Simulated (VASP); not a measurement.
# SnSe (Fm-3m) in VASP: notebook, part 2 of 2

VASP 6.6.1. The steps go on from the part before.

**3. Single point, r2SCAN**

The input, POSCAR:

```
SnSe
1.0
    0.0000000000      3.0100000000      3.0100000000
    3.0100000000      0.0000000000      3.0100000000
    3.0100000000      3.0100000000      0.0000000000
Sn Se
1 1
Direct
    0.0000000000      0.0000000000      0.0000000000
    0.5000000000      0.5000000000      0.5000000000
```

The input, INCAR.step1:

```
SYSTEM = SnSe
  PREC = Accurate
  ENCUT = 520
  ISMEAR = 0
  SIGMA = 0.02
  LREAL = .False.
  LASPH = .True.
  NELM = 80
  NBANDS = 17
  GGA = PE
  ALGO = Normal
  EDIFF = 1E-4
  LWAVE = .True.
  LCHARG = .False.
```

The input, INCAR.step2:

```
SYSTEM = SnSe
  PREC = Accurate
  ENCUT = 520
  EDIFF = 1E-6
  ISMEAR = 0
  SIGMA = 0.02
  LREAL = .False.
  LASPH = .True.
  NELM = 80
  ALGO = Normal
  ISIF = 2
  LWAVE = .False.
  LCHARG = .False.
  METAGGA = R2SCAN
  LMIXTAU = .True.
  NBANDS = 17
  ISTART = 1
```

The input, KPOINTS:

```
regular mesh
0
Gamma
  10 10 10
  0 0 0
```

Potentials or basis: VASP PAW PBE potentials, release 64 (Sn_d, Se).

Command:

```sh
$ cat potpaw_PBE.64/Sn_d/POTCAR potpaw_PBE.64/Se/POTCAR > POTCAR
$ cp INCAR.step1 INCAR
$ mpirun -np 1 vasp_std > vasp.out
$ cp INCAR.step2 INCAR
$ mpirun -np 1 vasp_std > vasp.out
```

OUTCAR:

```text
SYSTEM = SnSe
   PREC = Accurate
   ENCUT = 520
   EDIFF = 1E-6
   ISMEAR = 0
   LREAL = .False.
   LASPH = .True.
   NELM = 80
   ISIF = 2
   METAGGA = R2SCAN
   ISTART = 1

 ion  position               nearest neighbor table
   1  0.000  0.000  0.000-   2 3.01   2 3.01   2 3.01   2 3.01   2 3.01   2 3.01
   2  0.500  0.500  0.500-   1 3.01   1 3.01   1 3.01   1 3.01   1 3.01   1 3.01

  LATTYP: Found a face centered cubic cell.
 ALAT       =     6.0200000000

  Lattice vectors:

 A1 = (   0.0000000000,   3.0100000000,   3.0100000000)
 A2 = (   3.0100000000,   0.0000000000,   3.0100000000)
 A3 = (   3.0100000000,   3.0100000000,   0.0000000000)
[... 649 lines left out ...]
      6      -8.0343      2.00000
[... 9 lines left out ...]
     16      16.7997      0.00000
     17      17.4141      0.00000

 [... further k-points ...]
[... 5 lines left out ...]
  --------------------------------------------------------------------------------------
  -------------------------------------------------------------------------------------
  Total       -0.0096268     -0.0096268     -0.0096268     -0.0000000      0.0000000      0.0000000
  in kB       -0.2827880     -0.2827880     -0.2827880     -0.0000000      0.0000000      0.0000000
  external PRESSURE =      -0.2827880 kB  Pullay stress =       0.0000000 kB

 VOLUME and BASIS-vectors are now :
 -----------------------------------------------------------------------------
  energy-cutoff  :      520.00
  volume of cell :       54.54
      direct lattice vectors                 reciprocal lattice vectors
     0.000000000  3.010000000  3.010000000    -0.166112957  0.166112957  0.166112957
     3.010000000  0.000000000  3.010000000     0.166112957 -0.166112957  0.166112957
     3.010000000  3.010000000  0.000000000     0.166112957  0.166112957 -0.166112957

 POSITION                                       TOTAL-FORCE (eV/Angst)
 -----------------------------------------------------------------------------------
      0.00000      0.00000      0.00000        -0.000000     -0.000000     -0.000000
      3.01000      3.01000      3.01000         0.000000      0.000000      0.000000
 -----------------------------------------------------------------------------------
    total drift:                                0.000000     -0.000000     -0.000000

  FREE ENERGIE OF THE ION-ELECTRON SYSTEM (eV)
  ---------------------------------------------------
  free  energy   TOTEN  =       -39.8746677240 eV

  energy  without entropy=      -39.8746677240  energy(sigma->0) =      -39.87466772
```

OUTCAR.step1:

```text
SYSTEM = SnSe
   PREC = Accurate
   ENCUT = 520
   ISMEAR = 0
   LREAL = .False.
   LASPH = .True.
[... 701 lines left out ...]
      0.00000      0.00000      0.00000        -0.000000     -0.000000     -0.000000
      3.01000      3.01000      3.01000         0.000000      0.000000      0.000000
 -----------------------------------------------------------------------------------
    total drift:                                0.000000     -0.000000     -0.000000

  FREE ENERGIE OF THE ION-ELECTRON SYSTEM (eV)
  ---------------------------------------------------
  free  energy   TOTEN  =        -8.2131726594 eV

  energy  without entropy=       -8.2131726594  energy(sigma->0) =       -8.21317266
```

OSZICAR.step1:

```text
N       E                     dE             d eps       ncg     rms          rms(c)
DAV:   1     0.133404891861E+03    0.13340E+03   -0.97786E+03  1630   0.145E+03
DAV:   2     0.444639681856E+01   -0.12896E+03   -0.12449E+03  1744   0.351E+02
DAV:   3    -0.806307179245E+01   -0.12509E+02   -0.12436E+02  1879   0.934E+01
DAV:   4    -0.838937532404E+01   -0.32630E+00   -0.32609E+00  1933   0.160E+01
DAV:   5    -0.839869267093E+01   -0.93173E-02   -0.93169E-02  2253   0.266E+00    0.306E+00
DAV:   6    -0.821212736656E+01    0.18657E+00   -0.45783E-01  2261   0.387E+00    0.181E+00
DAV:   7    -0.821102691991E+01    0.11004E-02   -0.83596E-02  1865   0.128E+00    0.910E-01
DAV:   8    -0.821333158801E+01   -0.23047E-02   -0.91435E-03  1927   0.840E-01    0.127E-01
DAV:   9    -0.821309418069E+01    0.23741E-03   -0.14649E-03  2195   0.311E-01    0.534E-02
DAV:  10    -0.821317265939E+01   -0.78479E-04   -0.18611E-04  1831   0.772E-02
   1 F= -.82131727E+01 E0= -.82131727E+01  d E =-.238365E-21
```

Run time: 1.8 min. Hardware: 1 thread of AMD EPYC 9R45 (Zen 5), shared host; peak memory 0.17 GiB.

What came out:

| Item | Value |
| --- | --- |
| Free energy | -39.8747 eV |
| Pressure | 0.0 GPa |
| Band gap on the k mesh | 0.45 eV, direct |

Caveat: the PAW data sets were made with another functional, which shifts forces and pressure a little; spin-orbit coupling is left out, which moves the levels of the heavy elements. A k mesh can miss the band edges.

**4. Single point, r2SCAN (volume scaled by 1.03)**

The input, POSCAR:

```
SnSe
1.0
    0.0000000000      3.0398039185      3.0398039185
    3.0398039185      0.0000000000      3.0398039185
    3.0398039185      3.0398039185      0.0000000000
Sn Se
1 1
Direct
    0.0000000000      0.0000000000      0.0000000000
    0.5000000000      0.5000000000      0.5000000000
```

The input, INCAR.step1:

```
PREC = Accurate
ENCUT = 520
ISMEAR = 0
SIGMA = 0.02
LREAL = F
LASPH = T
NELM = 60
NBANDS = 17
GGA = PE
ALGO = Normal
EDIFF = 1E-4
LWAVE = T
LCHARG = F
```

The input, INCAR.step2:

```
PREC = Accurate
ENCUT = 520
EDIFF = 1E-6
ISMEAR = 0
SIGMA = 0.02
LREAL = F
LASPH = T
NELM = 60
ALGO = Normal
ISIF = 2
LWAVE = F
LCHARG = F
METAGGA = R2SCAN
LMIXTAU = T
NBANDS = 17
ISTART = 1
```

The input, KPOINTS:

```
regular mesh
0
Gamma
  10 10 10
```

Command:

```sh
$ cat potpaw_PBE.64/Sn_d/POTCAR potpaw_PBE.64/Se/POTCAR > POTCAR
$ cp INCAR.step1 INCAR
$ mpirun -np 1 vasp_std > vasp.out
$ cp INCAR.step2 INCAR
$ mpirun -np 1 vasp_std > vasp.out
```

Wall time 2.4 min (1 thread of AMD EPYC 9R45 (Zen 5), shared host); peak memory 0.17 GiB.

Results (log left out):

```yaml
Free_energy: -39.8671 eV
Pressure: -1.5 GPa
Band_gap_on_the_k_mesh: 0.32 eV, direct
```

Levels at points of the mesh, in eV from the valence-band top:
```tsv
k point	band 6	band 7	band 8	band 9	band 10	band 11	band 12	band 13	band 14	band 15
(0.00, 0.00, 0.00)	-14.53	-5.37	-2.56	-2.56	-2.56	4.22	4.22	4.22	6.06	6.06
(0.50, 0.00, 0.00)	-13.62	-8.43	-2.30	-2.30	0.00	0.32	1.14	1.14	8.46	10.25
(0.50, 0.50, 0.00)	-13.35	-6.37	-5.75	-3.97	-3.97	3.19	5.27	5.27	5.94	10.51
```

Caveat: the PAW data sets were made with another functional, which shifts forces and pressure a little; spin-orbit coupling is left out, which moves the levels of the heavy elements.

**5. Single point, r2SCAN (volume scaled by 1.06)**

The input, POSCAR:

```
SnSe
1.0
    0.0000000000      3.0690345955      3.0690345955
    3.0690345955      0.0000000000      3.0690345955
    3.0690345955      3.0690345955      0.0000000000
Sn Se
1 1
Direct
    0.0000000000      0.0000000000      0.0000000000
    0.5000000000      0.5000000000      0.5000000000
```

The input, INCAR.step1:

```
SYSTEM = SnSe
  ALGO = Normal
  EDIFF = 1E-4
  ENCUT = 520
  GGA = PE
  ISMEAR = 0
  LASPH = .True.
  LCHARG = .False.
  LREAL = .False.
  LWAVE = .True.
  NBANDS = 17
  NELM = 60
  PREC = Accurate
  SIGMA = 0.02
```

The input, INCAR.step2:

```
SYSTEM = SnSe
  ALGO = Normal
  EDIFF = 1E-7
  ENCUT = 520
  ISIF = 2
  ISMEAR = 0
  ISTART = 1
  LASPH = .True.
  LCHARG = .False.
  LMIXTAU = .True.
  LREAL = .False.
  LWAVE = .False.
  METAGGA = R2SCAN
  NBANDS = 17
  NELM = 60
  PREC = Accurate
  SIGMA = 0.02
```

The input, KPOINTS:

```
k-points
0
Gamma
  10 10 10
  0 0 0
```

Command:

```sh
$ cat potpaw_PBE.64/Sn_d/POTCAR potpaw_PBE.64/Se/POTCAR > POTCAR
$ cp INCAR.step1 INCAR
$ mpirun -np 1 vasp_std > vasp.out
$ cp INCAR.step2 INCAR
$ mpirun -np 1 vasp_std > vasp.out
```

Run time: 3.4 min. Hardware: 1 thread of AMD EPYC 9R45 (Zen 5), shared host; peak memory 0.18 GiB.

The run converged. Its results:

| Item | Value |
| --- | --- |
| Free energy | -39.8456 eV |
| Pressure | -2.8 GPa |
| Band gap on the k mesh | 0.20 eV, direct |

Levels at points of the mesh, in eV from the valence-band top:
```csv
k point,band 6,band 7,band 8,band 9,band 10,band 11,band 12,band 13,band 14,band 15
"(0.00, 0.00, 0.00)",-14.35,-5.48,-2.49,-2.49,-2.49,4.10,4.10,4.10,6.08,6.08
"(0.50, 0.00, 0.00)",-13.50,-8.31,-2.23,-2.23,0.00,0.20,1.14,1.14,8.36,10.12
"(0.50, 0.50, 0.00)",-13.26,-6.38,-5.57,-3.85,-3.85,3.27,5.10,5.10,5.73,10.42
```

Caveat: the PAW data sets were made with another functional, which shifts forces and pressure a little; spin-orbit coupling is left out, which moves the levels of the heavy elements. A k mesh can miss the band edges.

**6. The runs side by side**

| cell | gap on the mesh (eV) | pressure (GPa) |
| --- | --- | --- |
| a = 4.257 Å, angles 60.0°, 2 atoms | 0.45 | 0.0 |
| a = 4.299 Å, angles 60.0°, 2 atoms | 0.32 | -1.5 |
| a = 4.340 Å, angles 60.0°, 2 atoms | 0.20 | -2.8 |

Alike in all rows: task single point; level r2SCAN; potentials or basis VASP PAW PBE potentials, release 64 (Sn_d, Se); no spin polarisation; k mesh 10 × 10 × 10; cutoff (eV) 520; smearing gaussian 0.02 eV.

Caveats: the PAW data sets were made with another functional, which shifts forces and pressure a little; spin-orbit coupling is left out, which moves the levels of the heavy elements.

Absolute energies hang on the potentials; compare differences alone.
